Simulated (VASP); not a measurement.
# Fe (Fm-3m) in VASP: single point with PBEsol

Aim: the single point of Fe with PBEsol.

Program: VASP 6.6.1. These are calculated values, not measurements. Logs are shortened: lines on timing, memory, paths and dates and some standing lists are left out, and cuts for length are marked.

### Step 1. The cell of the first run

Symmetry: Fm-3m, No. 225, cubic system. The conventional cell has a = 3.623 Å, b = 3.623 Å, c = 3.623 Å, α = 90.00°, β = 90.00°, γ = 90.00°. Within 3.4 Å of Fe (site symmetry m-3m) lie 12 Fe at 2.56 Å.

This isn't the form of Fe at room conditions, which is bcc.

### Step 2. Single point, PBEsol, collinear spin, ferromagnetic start

Input file INCAR:

```
  ALGO = Normal
  EDIFF = 1E-7
  ENCUT = 520
  GGA = PS
  ISIF = 2
  ISMEAR = 0
  ISPIN = 2
  ISYM = 0
  LASPH = T
  LCHARG = F
  LMAXMIX = 4
  LORBIT = 11
  LREAL = F
  LWAVE = F
  MAGMOM = 5.6 5.6
  NBANDS = 19
  NELM = 150
  PREC = Accurate
  SIGMA = 0.1
```

Input file KPOINTS:

```
k-points
0
Gamma
  8 10 13
```

Input file POSCAR:

```
Fe
1.0
   -1.8113300000     -1.8113300000     -3.6226600000
    1.8113300000     -1.8113300000      0.0000000000
   -1.8113300000     -1.8113300000      0.0000000000
Fe
2
Direct
    0.0000000000      0.0000000000      0.0000000000
    0.5000000000      0.5000000000      0.0000000000
```

Potentials or basis: VASP PAW PBE potentials, release 64 (Fe).

Run with:

```bash
> cat potpaw_PBE.64/Fe/POTCAR > POTCAR
> mpirun -np 1 vasp_std > vasp.out
```

OUTCAR:

```text
EDIFF = 1E-7
   ENCUT = 520
   GGA = PS
   ISIF = 2
   ISMEAR = 0
   ISPIN = 2
   ISYM = 0
   LASPH = T
   LORBIT = 11
   LREAL = F
   NELM = 150
   PREC = Accurate

 ion  position               nearest neighbor table
   1  0.000  0.000  0.000-   2 2.56   2 2.56   2 2.56   2 2.56   2 2.56   2 2.56   2 2.56   2 2.56

   2  0.500  0.500  0.000-   1 2.56   1 2.56   1 2.56   1 2.56   1 2.56   1 2.56   1 2.56   1 2.56

IMPORTANT INFORMATION: All symmetrisations will be switched off!
NOSYMM: (Re-)initialisation of all symmetry stuff for point group C_1.

----------------------------------------------------------------------------------------

                                     Primitive cell

  volume of cell :      23.7713

  direct lattice vectors                    reciprocal lattice vectors
    -1.811330000 -1.811330000 -3.622660000     0.000000000  0.000000000 -0.276040258
     1.811330000 -1.811330000  0.000000000     0.276040258 -0.276040258  0.000000000
    -1.811330000 -1.811330000  0.000000000    -0.276040258 -0.276040258  0.276040258

  length of vectors
     4.436834256  2.561607452  2.561607452     0.276040258  0.390379876  0.478115751

  position of ions in fractional coordinates (direct lattice)
     0.000000000  0.000000000  0.000000000
     0.500000000  0.500000000  0.000000000

  ion indices of the primitive-cell ions
   primitive index   ion index
                 1           1
                 2           2

----------------------------------------------------------------------------------------

 KPOINTS: k-points

Automatic generation of k-mesh.
 Grid dimensions read from file:
 generate k-points for:    8   10   13

 Generating k-lattice:

  Cartesian coordinates                     Fractional coordinates (reciprocal lattice)
     0.000000000  0.000000000 -0.034505032     0.125000000  0.000000000  0.000000000
     0.027604026 -0.027604026  0.000000000     0.000000000  0.100000000  0.000000000
    -0.021233866 -0.021233866  0.021233866     0.000000000  0.000000000  0.076923077

  Length of vectors
     0.034505032  0.039037988  0.036778135

  Shift w.r.t. Gamma in fractional coordinates (k-lattice)
     0.000000000  0.000000000  0.000000000

 -----------------------------------------------------------------------------
|                                                                             |
|           W    W    AA    RRRRR   N    N  II  N    N   GGGG   !!!           |
|           W    W   A  A   R    R  NN   N  II  NN   N  G    G  !!!           |
|           W    W  A    A  R    R  N N  N  II  N N  N  G       !!!           |
|           W WW W  AAAAAA  RRRRR   N  N N  II  N  N N  G  GGG   !            |
|           WW  WW  A    A  R   R   N   NN  II  N   NN  G    G                |
|           W    W  A    A  R    R  N    N  II  N    N   GGGG   !!!           |
|                                                                             |
|     Your reciprocal lattice and k-lattice belong to different lattice       |
|     classes:                                                                |
|                                                                             |
|        The reciprocal lattice is simple tetragonal,                         |
|        whereas your k-lattice is simple monoclinic.                         |
|                                                                             |
|     Results are often still useful ...                                      |
|                                                                             |
 -----------------------------------------------------------------------------

 WARNING: IBZKPT: internal override: KBLOWUP is changed to .FALSE.
      ... skipping the blow-up phase ...

 Subroutine IBZKPT returns following result:
 ===========================================

 Found    522 irreducible k-points:

 Following reciprocal coordinates:
            Coordinates               Weight
  0.000000  0.000000  0.000000      1.000000
  0.125000  0.000000  0.000000      2.000000
  0.250000  0.000000  0.000000      2.000000
  0.375000  0.000000  0.000000      2.000000
  0.500000  0.000000  0.000000      1.000000
  0.000000  0.100000  0.000000      2.000000
[... 16 lines left out ...]
  0.125000  0.300000  0.000000      2.000000
  0.250000  0.300000  0.000000      2.000000
 [... further k-points ...]
   k-points           NKPTS =    522   k-points in BZ     NKDIM =    522   number of bands    NBANDS=     19
   number of dos      NEDOS =    301   number of ions     NIONS =      2
   total plane-waves  NPLWV =  14400
   dimension x,y,z NGX =    36 NGY =   20 NGZ =   20
   dimension x,y,z NGXF=    72 NGYF=   40 NGZF=   40
   ions per type =               2
   NGX,Y,Z   is equivalent  to a cutoff of  13.49, 12.98, 12.98 a.u.
   NGXF,Y,Z  is equivalent  to a cutoff of  26.98, 25.96, 25.96 a.u.
 SYSTEM =  unknown system
   PREC   = accura    normal or accurate (medium, high low for compatibility)
   ISTART =      0    job   : 0-new  1-cont  2-samecut
   ICHARG =      2    charge: 1-file 2-atom 10-const
   ISPIN  =      2    spin polarized calculation?
   LNONCOLLINEAR =      F non collinear calculations
   LSORBIT =      F    spin-orbit coupling
   LASPH  =      T    aspherical Exc in radial PAW
   ENCUT  =  520.0 eV  38.22 Ry    6.18 a.u.   8.25  4.76  4.76*2*pi/ulx,y,z
   NELM   =    150;   NELMIN=  2; NELMDL= -5     # of ELM steps
   EDIFF  = 0.1E-06   stopping-criterion for ELM
   LREAL  =      F    real-space projection
   EDIFFG = 0.1E-05   stopping-criterion for IOM
   NSW    =      0    number of steps for IOM
   IBRION =     -1    ionic relax: 0-MD 1-quasi-New 2-CG
   NFREE  =      0    steps in history (QN), initial steepest desc. (CG)
   ISIF   =      2    stress and relaxation
   ISYM   =      0    0-nonsym 1-usesym 2-fastsym
   POTIM  = 0.5000    time-step for ionic-motion
   TEBEG  =    0.0;   TEEND  =   0.0 temperature during run
   PSTRESS=    0.0 pullay stress
   NELECT =      16.0000    total number of electrons
   NUPDOWN=      -1.0000    fix difference up-down
   EMIN   =  10.00;   EMAX   =-10.00  energy-range for DOS
   EFERMI =   0.00;   METHOD = LEGACY
   ISMEAR =     0;   SIGMA  =   0.10  broadening in eV -4-tet -1-fermi 0-gaus
   EFERMI_NEDOS =   21; number of points for ismear=-14 and -15
   IALGO  =     38    algorithm
   IMIX   =      4    mixing-type and parameters
     AMIX     =   0.40;   BMIX     =  1.00
     AMIX_MAG =   1.60;   BMIX_MAG =  1.00
  volume/ion in A,a.u.               =      11.89        80.21
  Fermi-wavevector in a.u.,A,eV,Ry     =   1.434709  2.711207 28.006107  2.058391
  Thomas-Fermi vector in A             =   2.554088
   LORBIT       =     11    0 simple, 1 ext, 2 COOP (PROOUT), +10 PAW based schemes
   GGA     = PS    functional components
   LHFCALC =     F    Hartree Fock is set to
   AEXX    =    0.0000 exact exchange contribution
   IVDW    =     0    specifies the selected vdW correction
   LEPSILON=     F    determine dielectric tensor
   LRPA    =     F    only Hartree local field effects (RPA)
 spin polarized calculation
 Gauss-broadening in eV      SIGMA  =   0.10
  energy-cutoff  :      520.00
  volume of cell :       23.77
 maximum number of plane-waves:       664
 NGX is ok and might be reduce to    36
   NGX = 17   NGY =  9   NGZ =  9

 number of electron      16.0000000 magnetization      11.2000000

 number of electron      15.9999999 magnetization       5.1537034

 Free energy of the ion-electron system (eV)
  ---------------------------------------------------
  ext. energy  EPLUGINS =         0.00000000
  ---------------------------------------------------
  free energy    TOTEN  =       -17.43036054 eV

  energy without entropy =      -17.41826432  energy(sigma->0) =      -17.42431243

 E-fermi :   5.4045     XC(G=0): -13.0085

 val. band max:        5.4040004397   @ k =   0.1250   0.0000   0.0000
 cond. band min:       5.4084615876   @ k =   0.0000   0.2000   0.0769
 fundamental gap:      0.0044611479
 Fermi energy:         5.4044937178

 spin component 1

 k-point     1 :       0.0000    0.0000    0.0000
  band No.  band energies     occupation
      1      -3.0828      1.00000
      2       0.3868      1.00000
      3       1.0370      1.00000
      4       2.9877      1.00000
      5       2.9886      1.00000
      6       2.9890      1.00000
[... 11 lines left out ...]
     18      28.0987      0.00000
     19      31.3478      0.00000
[... 485 lines left out ...]
 k-point    24 :       0.2500    0.3000    0.0000
  band No.  band energies     occupation
      1      -0.5251      1.00000
      2       1.2377      1.00000
      3       1.9583      1.00000
      4       2.7187      1.00000
      5       3.0053      1.00000
      6       3.1009      1.00000
[... 11 lines left out ...]
     18      26.8651      0.00000
     19      28.8982      0.00000

 [... further k-points ...]

 spin component 2

 k-point     1 :       0.0000    0.0000    0.0000
  band No.  band energies     occupation
      1      -2.7374      1.00000
      2       2.1608      1.00000
      3       2.9529      1.00000
      4       5.3340      0.84055
      5       5.3344      0.83934
      6       5.3400      0.81932
[... 11 lines left out ...]
     18      28.9558      0.00000
     19      31.7926      0.00000
[... 485 lines left out ...]
 k-point    24 :       0.2500    0.3000    0.0000
  band No.  band energies     occupation
      1      -0.0155      1.00000
      2       2.8581      1.00000
      3       3.7778      1.00000
      4       4.5897      1.00000
      5       4.9553      1.00000
      6       5.5809      0.00631
[... 11 lines left out ...]
     18      26.9329      0.00000
     19      29.6258      0.00000

 [... further k-points ...]

------------------------ aborting loop because EDIFF is reached ----------------------------------------

  FORCE on cell =-STRESS in cart. coord.  units (eV):
  Direction    XX          YY          ZZ          XY          YZ          ZX
  --------------------------------------------------------------------------------------
  -------------------------------------------------------------------------------------
  Total       -0.9252804     -0.9252724     -0.9948899     -0.0329826     -0.0104027     -0.0104027
  in kB      -62.3636063    -62.3630668    -67.0552627     -2.2230189     -0.7011420     -0.7011390
  external PRESSURE =     -63.9273119 kB  Pullay stress =       0.0000000 kB

 VOLUME and BASIS-vectors are now :
 -----------------------------------------------------------------------------
  energy-cutoff  :      520.00
  volume of cell :       23.77
      direct lattice vectors                 reciprocal lattice vectors
    -1.811330000 -1.811330000 -3.622660000     0.000000000  0.000000000 -0.276040258
     1.811330000 -1.811330000  0.000000000     0.276040258 -0.276040258  0.000000000
    -1.811330000 -1.811330000  0.000000000    -0.276040258 -0.276040258  0.276040258

 POSITION                                       TOTAL-FORCE (eV/Angst)
 -----------------------------------------------------------------------------------
      0.00000      0.00000      0.00000        -0.000000      0.000000      0.000000
      0.00000     -1.81133     -1.81133         0.000000     -0.000000     -0.000000
 -----------------------------------------------------------------------------------
    total drift:                                0.000000     -0.000000      0.000000

  FREE ENERGIE OF THE ION-ELECTRON SYSTEM (eV)
  ---------------------------------------------------
  free  energy   TOTEN  =       -17.4303605429 eV

  energy  without entropy=      -17.4182643175  energy(sigma->0) =      -17.42431243

 total charge

# of ion       s       p       d       tot
------------------------------------------
    1        0.481   0.512   6.190   7.183
    2        0.481   0.512   6.190   7.183
--------------------------------------------------
tot          0.961   1.025  12.380  14.366

 magnetization (x)

# of ion       s       p       d       tot
------------------------------------------
    1       -0.017  -0.045   2.625   2.563
    2       -0.017  -0.045   2.625   2.563
--------------------------------------------------
tot         -0.034  -0.090   5.249   5.125
```

Run time: 4.5 min. Hardware: 1 thread of AMD EPYC 9R45 (Zen 5), shared host; peak memory 0.38 GiB.

Results:

```yaml
Free_energy: -17.4304 eV
Pressure: -6.4 GPa
Net_moment: 5.15 μB per cell
Site_moments: Fe +2.56 μB
Valence_electrons_inside_the_program's_atomic_spheres: Fe 7.18
```

Stress tensor (GPa, compression positive):
```
-6.24 -0.22 -0.07
-0.22 -6.24 -0.07
-0.07 -0.07 -6.71
```

Levels at points of the mesh, in eV from the Fermi level:
Spin up:
| k point | band 8 | band 9 | band 10 | band 11 | band 12 | band 13 | band 14 | band 15 |
| --- | --- | --- | --- | --- | --- | --- | --- | --- |
| (0.00, 0.00, 0.00) | -1.39 | -0.59 | -0.18 | -0.18 | 2.43 | 9.32 | 14.10 | 14.10 |
| (0.50, 0.00, 0.00) | -1.47 | -1.47 | -1.47 | -1.00 | -1.00 | 18.45 | 18.45 | 18.45 |
| (0.00, 0.50, 0.00) | -1.88 | -1.23 | -1.23 | 1.24 | 1.24 | 11.36 | 11.36 | 12.59 |
| (0.50, 0.50, 0.00) | -0.46 | -0.46 | -0.46 | -0.21 | -0.21 | 6.09 | 6.09 | 20.43 |
Spin down:
```
           k point  band 4  band 5  band 6  band 7  band 8  band 9
(0.00, 0.00, 0.00)   -0.07   -0.07   -0.06    1.50    1.50    2.42
(0.50, 0.00, 0.00)   -1.34    0.43    0.43    0.98    0.98    0.98
(0.00, 0.50, 0.00)   -1.15   -0.71   -0.71    0.85    0.85    1.29
(0.50, 0.50, 0.00)   -0.08   -0.07   -0.07    0.06    0.06    2.34
```

Caveat: the cell stands under tension; the PAW data sets were made with another functional, which shifts forces and pressure a little.
